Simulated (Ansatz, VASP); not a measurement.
# Sc2TiTe3 in VASP and in Ansatz

```
CELL_PARAMETERS angstrom
4.20437 0.00000 0.00000
-2.10218 3.64109 0.00000
0.00000 0.00000 10.37358
ATOMIC_POSITIONS crystal
Sc 0.33333 0.66667 0.82198
Sc 0.66667 0.33333 0.17802
Ti 0.00000 0.00000 0.50000
Te 0.66667 0.33333 0.64396
Te 0.00000 0.00000 0.00000
Te 0.33333 0.66667 0.35604
```

Alike in both runs: task relaxation of cell and atoms; functional PBE; k mesh 6 × 6 × 2; occupations gaussian, width 0.1 eV; no spin polarisation.

|  | VASP | Ansatz |
| --- | --- | --- |
| version | VASP 6.6.1 | Ansatz 0.2.0 |
| potentials or method | VASP PAW PBE potentials, release 64 (Sc_sv, Ti_sv, Te), cutoff 600 eV | scalar-relativistic, plane waves, PAW |
| valence electrons in the cell | 52 | 82 |

Ansatz gave:

| Item | Value |
| --- | --- |
| gap on the k mesh at the Fermi level, each at its own relaxed structure (eV) | none |
| relaxed volume (Å³/atom) | 24.58 |
| relaxed length of the cell vector where the two differ most in proportion (Å) | 10.003 |

Task: What did VASP give for the same quantities?

Result: gap on the k mesh at the Fermi level, each at its own relaxed structure (eV): none; relaxed volume (Å³/atom): 24.62; relaxed length of the cell vector where the two differ most in proportion (Å): 9.961.

A gap of «none» marks a metal or a gap that the smearing closes. VASP's potentials hold 52 valence electrons a cell and Ansatz's 82, so a difference there can come from the potentials and not from the codes.

Neither program's run includes spin-orbit coupling.
